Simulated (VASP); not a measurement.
Runs of VASP 6.6.1 on Ca. The structure is that of space group Im-3m (No. 229), or close to it. The cells are those of the table. This isn't the form of Ca at room conditions, which is fcc.

```tsv
task	cell	k mesh	cutoff (eV)	gap on the mesh (eV)	pressure (GPa)
single point	a = 3.847 Å, angles 109.5°, 1 atom	17 × 17 × 17	520	none	(b)
single point	a = 3.896 Å, angles 109.5°, 1 atom	17 × 17 × 17	520	none	-1.1
single point	a = 3.693 Å, angles 109.5°, 1 atom	17 × 17 × 17	520	none	1.6
single point	a = 3.797 Å, angles 109.5°, 1 atom	10 × 10 × 10	520	none	0.0
single point	a = 3.746 Å, angles 109.5°, 1 atom	17 × 17 × 17	520	none	0.8
single point	a = 3.943 Å, angles 109.5°, 1 atom	17 × 17 × 17	520	none	-1.6
single point	a = 3.639 Å, angles 109.5°, 1 atom	17 × 17 × 17	520	none	(a)
single point	a = 3.797 Å, angles 109.5°, 1 atom	17 × 17 × 17	520	none	0.0
relaxation of cell and atoms	relaxed from a = 3.841 Å, angles 109.5°, 1 atom	10 × 10 × 10	600	none	0.0
```

Alike in all rows: level PBE; potentials or basis VASP PAW PBE potentials, release 64 (Ca_sv); no spin polarisation; smearing fermi-dirac 0.1 eV.

Fill in the values left out.

(a) 2.6; (b) -0.6.

A gap of «none» marks levels without a gap at the run's occupations.
